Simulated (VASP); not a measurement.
# GaIr4Ru (F-43m) in VASP: a series of runs, part 2 of 2

VASP 6.6.1.

## Step 3: Relaxation of cell and atoms, PBE

This run uses another cell than the first one, of 14.01 Å³/atom, 0.878 times its volume.

Input file INCAR:

```
PREC = Accurate
ENCUT = 600
EDIFF = 1E-7
ISMEAR = 0
SIGMA = 0.1
LREAL = False
LASPH = True
NELM = 80
ALGO = Normal
ISIF = 3
LWAVE = False
LCHARG = False
GGA = PE
IBRION = 2
NSW = 90
EDIFFG = -0.04
```

Input file KPOINTS:

```
regular mesh
0
Gamma
  4 4 4
```

Input file POSCAR:

```
GaIr4Ru
1.0
    0.0000000000      3.4770402100      3.4770402100
    3.4770402100      0.0000000000      3.4770402100
    3.4770402100      3.4770402100      0.0000000000
Ga Ru Ir
1 1 4
Direct
    0.7500000000      0.7500000000      0.7500000000
    0.0000000000      0.0000000000      0.0000000000
    0.8773100100      0.3742300000      0.3742300000
    0.3742300000      0.3742300000      0.3742300000
    0.3742300000      0.8773100100      0.3742300000
    0.3742300000      0.3742300000      0.8773100100
```

Potentials or basis: VASP PAW PBE potentials, release 64 (Ga_d, Ru_pv, Ir).

The run is started by

```console
> cat potpaw_PBE.64/Ga_d/POTCAR potpaw_PBE.64/Ru_pv/POTCAR potpaw_PBE.64/Ir/POTCAR > POTCAR
> mpirun -np 1 vasp_std > vasp.out
```

OUTCAR:

```text
PREC = Accurate
   ENCUT = 600
   EDIFF = 1E-7
   ISMEAR = 0
   LREAL = False
   LASPH = True
   NELM = 80
   ISIF = 3
   GGA = PE
   IBRION = 2
   NSW = 90
   EDIFFG = -0.04

 ion  position               nearest neighbor table
   1  0.750  0.750  0.750-   3 2.88   5 2.88   6 2.88   4 2.88   4 2.88   4 2.88   3 2.88   6 2.88
                             5 2.88   3 2.88   5 2.88   6 2.88   2 3.01   2 3.01   2 3.01   2 3.01
   2  0.000  0.000  0.000-   3 2.88   5 2.88   3 2.88   6 2.88   5 2.88   6 2.88   4 2.88   4 2.88
                             4 2.88   3 2.88   5 2.88   6 2.88   1 3.01   1 3.01   1 3.01   1 3.01
   3  0.877  0.374  0.374-   4 2.44   5 2.44   6 2.44   5 2.47   6 2.47   4 2.47   2 2.88   2 2.88
                             2 2.88   1 2.88   1 2.88   1 2.88
   4  0.374  0.374  0.374-   3 2.44   5 2.44   6 2.44   3 2.47   5 2.47   6 2.47   2 2.88   2 2.88
                             2 2.88   1 2.88   1 2.88   1 2.88
   5  0.374  0.877  0.374-   3 2.44   4 2.44   6 2.44   3 2.47   6 2.47   4 2.47   2 2.88   2 2.88
                             2 2.88   1 2.88   1 2.88   1 2.88
[... 175 lines left out ...]
  ---------------------------------------------------
  free energy    TOTEN  =       -42.53947233 eV

  energy without entropy =      -42.51816120  energy(sigma->0) =      -42.52881676

 E-fermi :  10.7065     XC(G=0): -13.6945

 val. band max:       10.5824618670   @ k =   0.5000   0.0000   0.0000
 cond. band min:      10.7208007463   @ k =   0.5000   0.5000   0.0000
 fundamental gap:      0.1383388793
 Fermi energy:        10.7064914832
[... 884 lines left out ...]
--------------------------------------- Ionic step        7  -------------------------------------------

 number of electron      62.9999995 magnetization

 Free energy of the ion-electron system (eV)
  ---------------------------------------------------
  ext. energy  EPLUGINS =         0.00000000
  ---------------------------------------------------
  free energy    TOTEN  =       -43.97762420 eV

  energy without entropy =      -43.94462038  energy(sigma->0) =      -43.96112229

 E-fermi :   8.6176     XC(G=0): -12.9230

 val. band max:        8.5524379514   @ k =   0.5000   0.0000   0.0000
 cond. band min:       8.6241750693   @ k =   0.5000   0.5000   0.0000
 fundamental gap:      0.0717371179
 Fermi energy:         8.6175849922
[... 351 lines left out ...]
  FREE ENERGIE OF THE ION-ELECTRON SYSTEM (eV)
  ---------------------------------------------------
  free  energy   TOTEN  =       -43.9776241992 eV

  energy  without entropy=      -43.9446203828  energy(sigma->0) =      -43.96112229

 reached required accuracy - stopping structural energy minimisation
```

OSZICAR:

```text
N       E                     dE             d eps       ncg     rms          rms(c)
DAV:   1     0.865521719547E+03    0.86552E+03   -0.31739E+04   597   0.254E+03
DAV:   2     0.565921224575E+02   -0.80893E+03   -0.78991E+03   592   0.708E+02
DAV:   3    -0.376336972454E+02   -0.94226E+02   -0.85514E+02   702   0.215E+02
[... 97 lines left out ...]
DAV:   4    -0.439776791772E+02    0.30591E-03   -0.22669E-03   665   0.299E-01    0.956E-02
DAV:   5    -0.439776303680E+02    0.48809E-04   -0.30513E-04   793   0.107E-01    0.435E-02
DAV:   6    -0.439776242971E+02    0.60709E-05   -0.43414E-05   708   0.390E-02    0.981E-03
DAV:   7    -0.439776242059E+02    0.91165E-07   -0.45299E-06   728   0.157E-02    0.330E-03
DAV:   8    -0.439776241992E+02    0.67821E-08   -0.28358E-07   513   0.389E-03
   7 F= -.43977624E+02 E0= -.43961122E+02  d E =-.528397E-02
```

CONTCAR:

```text
GaIr4Ru
   1.00000000000000
    -0.0000000000000000    3.6344240246627160    3.6344240246627160
     3.6344240246627160    0.0000000000000000    3.6344240246627160
     3.6344240246627160    3.6344240246627160    0.0000000000000000
  Ga              Ru              Ir
     1     1     4
Direct
     0.7500000000000000    0.7500000000000000    0.7500000000000000
     0.0000000000000000    0.0000000000000000    0.0000000000000000
     0.8755635595943231    0.3748121501352234    0.3748121501352235
     0.3748121501352235    0.3748121501352234    0.3748121501352234
     0.3748121501352235    0.8755635595943231    0.3748121501352234
     0.3748121501352234    0.3748121501352235    0.8755635595943231

  0.00000000E+00  0.00000000E+00  0.00000000E+00
  0.00000000E+00  0.00000000E+00  0.00000000E+00
  0.00000000E+00  0.00000000E+00  0.00000000E+00
  0.00000000E+00  0.00000000E+00  0.00000000E+00
  0.00000000E+00  0.00000000E+00  0.00000000E+00
  0.00000000E+00  0.00000000E+00  0.00000000E+00
```

Wall time 3.3 min (1 thread of AMD EPYC 9R14 (Zen 4), shared host); peak memory 0.23 GiB.

What came out:

```yaml
Free_energy: -43.9776 eV
Relaxed_volume: 16.00 Å³/atom
Relaxed_cell: a = 5.140 Å, b = 5.140 Å, c = 5.140 Å, α = 60.00°, β = 60.00°, γ = 60.00°
Space_group_after_relaxing_to_0.05_Å: F-43m (No. 216)
Energy_gained_by_relaxing: 239.7 meV/atom
Ionic_steps: 7
Pressure_after_relaxing: -0.2 GPa
Largest_force_after_relaxing: 0.004 eV/Å
```

Forces in eV/Å, atoms in the order of the input:
```
Ga   0.000  0.000  0.000
Ru   0.000  0.000  0.000
Ir  -0.002  0.002  0.002
Ir  -0.002 -0.002 -0.002
Ir   0.002 -0.002  0.002
Ir   0.002  0.002 -0.002
```

The path:
```
step  energy change (eV)  largest force (eV/Å)  pressure (GPa)  volume (Å³)
   1              0.0000                0.7733           43.96        84.07
   2              5.3783                0.0566          -32.28       140.06
   3             -1.4001                0.4525           -4.69        97.98
   4             -1.4314                0.4120           -0.89        96.33
   5             -1.4329                0.3995            0.20        95.89
   6             -1.4265                0.5771           -0.52        96.21
   7             -1.4382                0.0042           -0.15        96.01
```

Final structure:
```
Ga Ru Ir
1.0
     0.00000    3.63442    3.63442
     3.63442    0.00000    3.63442
     3.63442    3.63442    0.00000
Ga Ru Ir
1 1 4
Cartesian
  5.4516 5.4516 5.4516
  0.0000 0.0000 0.0000
  2.7245 4.5444 4.5444
  2.7245 2.7245 2.7245
  4.5444 2.7245 4.5444
  4.5444 4.5444 2.7245
```

Levels at points of the mesh, in eV from the Fermi level:
```
           k point  band 29  band 30  band 31  band 32  band 33  band 34
(0.00, 0.00, 0.00)    -0.57    -0.57    -0.10    -0.10     1.95     1.98
(0.50, 0.00, 0.00)    -0.57    -0.57    -0.41    -0.41    -0.07    -0.07
(0.50, 0.50, 0.00)    -1.02    -1.02    -0.47    -0.32     0.01     0.01
```

Caveat: the k points lie up to 0.37 Å⁻¹ apart in the final cell; spin-orbit coupling is left out, which moves the levels of the heavy elements.
